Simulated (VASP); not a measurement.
SrMg2, 6 atoms in the cell. Symmetry: Fd-3m, No. 227, cubic system. Conventional cell: a = 9.090 Å, b = 9.090 Å, c = 9.090 Å, α = 90.00°, β = 90.00°, γ = 90.00°. Within 4.9 Å of Sr (site symmetry -43m) lie 12 Mg at 3.77 Å and 4 Sr at 3.94 Å. Mg (site symmetry -3m) has 6 Mg at 3.21 Å and 6 Sr at 3.77 Å within 4.2 Å. 

| Quantity | Value |
| --- | --- |
| Program | VASP 6.6.1 |
| Task | single point |
| Functional | PBEsol |
| Potentials or basis | VASP PAW PBE potentials, release 64 (Sr_sv, Mg) |
| Cutoff | 520 eV |
| k mesh | 5 × 5 × 5 |
| Occupations | methfessel-paxton, width 0.1 eV |
| Spin | no spin polarisation |
| Dipole correction | no |
| Further INCAR settings | ALGO = Normal; EDIFF = 1e-07; NBANDS = 23 |

Potentials or basis: VASP PAW PBE potentials, release 64 (Sr_sv, Mg).

Command:

```bash
$ cat potpaw_PBE.64/Sr_sv/POTCAR potpaw_PBE.64/Mg/POTCAR > POTCAR
$ mpirun -np 1 vasp_std > vasp.out
```

Hardware: 1 thread of Intel Xeon 8259CL, on a shared host.

Problem. How long does it take, and how much memory?

Solution. Run time: 86 s on 1 thread of Intel Xeon 8259CL, with other jobs on the host, peak memory 0.33 GiB. Counts: scf iterations 13, k points 10.
